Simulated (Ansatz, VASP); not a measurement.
## One calculation of SrOs, two programs

```xyz
2
Lattice="3.5848 0.0000 0.0000 0.0000 3.6923 0.0000 0.0000 0.0000 3.5848" Properties=species:S:1:pos:R:3 pbc="T T T"
Sr    0.0000    0.0000    0.0000
Os    1.7924    1.8462    1.7924
```

Change from the starting cell: strain e2 = +0.03, atoms carried along.

Alike in both runs: task single point; functional r2SCAN; k mesh 10 × 10 × 10; occupations gaussian, width 0.05 eV; no spin polarisation.

```csv
,VASP,Ansatz
version,VASP 6.6.1,Ansatz 0.2.0
potentials or method,"VASP PAW PBE potentials, release 64 (Sr_sv, Os), cutoff 520 eV","scalar-relativistic, plane waves, PAW"
valence electrons in the cell,18,26
```

|  | VASP | Ansatz | Ansatz less VASP |
| --- | --- | --- | --- |
| gap on the k mesh at the Fermi level (eV) | none | none | - |
| pressure (GPa) | -1.5 | -1.9 | -0.37 |
| traceless stress, the component that is largest in VASP (GPa) | 0.25 | 0.27 | +0.022 |

VASP's potentials were made for PBE, not for r2SCAN. A gap of «none» marks a metal or a gap that the smearing closes. The functional is the same, so the differences come from potentials, cutoffs and numerics. VASP's potentials hold 18 valence electrons a cell and Ansatz's 26, so a difference there can come from the potentials and not from the codes.

Neither program's run includes spin-orbit coupling.
